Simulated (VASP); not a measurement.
Input of a VASP 6.6.1 run:

Contents of INCAR:

```
PREC = Accurate ; ENCUT = 520
EDIFF = 1E-6 ; ISMEAR = 0
SIGMA = 0.05 ; LREAL = F
LASPH = T ; NELM = 100
ALGO = Normal ; ISIF = 2
LWAVE = F ; LCHARG = F
LDIPOL = T ; IDIPOL = 3
DIPOL = 0.5 0.5 0.328 ; GGA = PE
IVDW = 12 ; NBANDS = 27
```

KPOINTS

```
Automatic mesh
0
Gamma
  7 5 1
```

POSCAR

```
Si3N
1.0
    3.8333442755      0.0000000000      0.0000000000
    0.0000000000      5.4211674636      0.0000000000
    0.0000000000      0.0000000000     22.4877586337
Si N
6 2
Direct
    0.5000000000      0.0000000000      0.1778745523
    0.0000000000      0.2500000000      0.1778745523
    0.0000000000      0.5038839981      0.2608672216
    0.5000000000      0.7461160019      0.2608672216
    0.5000000000      0.0086033066      0.3418641564
    0.0000000000      0.2413966934      0.3418641564
    0.5000000000      0.5086033066      0.5063981173
    0.5000000000      0.5086033066      0.5553136192
```

Potentials or basis: VASP PAW PBE potentials, release 64 (Si, N).

Command:

```bash
$ cat potpaw_PBE.64/Si/POTCAR potpaw_PBE.64/N/POTCAR > POTCAR
$ mpirun -np 1 vasp_std > vasp.out
```

Predict the largest force.

2.156 eV/Å.

What does it give for the dispersion energy per atom?

-0.200 eV.

Estimate the band gap on the k mesh.

zero (band 17 reaches -1.56 eV, above the bottom of band 18 at -1.84 eV).

Forces in eV/Å, atoms in the order of the input:
```
Si   0.000  0.554 -0.056
Si   0.000 -0.555 -0.053
Si   0.000 -0.078  0.001
Si   0.000  0.083  0.003
Si   0.000  0.006  0.072
Si   0.000 -0.009  0.067
N    0.000 -0.003 -2.156
N    0.000  0.001  2.121
```

Caveat: the standard files for N, O and F lose accuracy on very short bonds.
